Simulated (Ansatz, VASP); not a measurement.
**Two plane-wave programs on Pt**

Contents of INCAR:

```
SYSTEM = Pt
PREC = Accurate
ENCUT = 520
EDIFF = 1E-6
ISMEAR = -1
SIGMA = 0.1
LREAL = .False.
LASPH = .True.
NELM = 60
ALGO = Normal
ISIF = 2
LWAVE = .False.
LCHARG = .False.
GGA = RE
NBANDS = 11
```

Contents of KPOINTS:

```
Automatic mesh
0
Gamma
  16 16 16
  0 0 0
```

Contents of POSCAR:

```
Pt
1.0
   -1.6502589526      1.6502589526      1.6502589526
    1.6502589526     -1.6502589526      1.6502589526
    1.6502589526      1.6502589526     -1.6502589526
Pt
1
Direct
    0.0000000000      0.0000000000      0.0000000000
```

Input for Ansatz:

```yaml
crystal:
  lattice:
    - [-1.6502589526, 1.6502589526, 1.6502589526]
    - [1.6502589526, -1.6502589526, 1.6502589526]
    - [1.6502589526, 1.6502589526, -1.6502589526]
  atoms:
    - { symbol: Pt, position: [0.0, 0.0, 0.0] }
hamiltonian:
  xc: revpbe
  pseudopotentials:
    kind: paw
    azcp:
      Pt: "pseudopotentials/Pt.paw.azcp"
basis:
  ecutwfc: 420
  fft_grid_basis: typed
kpoints:
  mp_grid: { grid: [16, 16, 16], shift: [0, 0, 0] }
magnetization:
  spin_polarized: false
scf:
  occupations: { method: fermi_dirac, width: 0.1 }
  lower_state_search: "off"
output:
  stress: true
```

Alike in both runs: task single point; functional revPBE; k mesh 16 × 16 × 16; occupations fermi-dirac, width 0.1 eV; no spin polarisation.

```csv
,VASP,Ansatz
version,VASP 6.6.1,Ansatz 0.2.0
potentials or method,"VASP PAW PBE potentials, release 64 (Pt), cutoff 520 eV","plane waves (420 eV) with PAW, scalar-relativistic"
valence electrons in the cell,10,18
```

VASP gave:

| Property | Result |
| --- | --- |
| pressure (GPa) | -18.7 |

Task: Which values does Ansatz return?

Result: Pressure (GPa): -18.5.

VASP's potentials were made for PBE, not for revPBE. VASP's potentials hold 10 valence electrons a cell and Ansatz's 18, so a difference there can come from the potentials and not from the codes.

Spin-orbit coupling is off throughout.
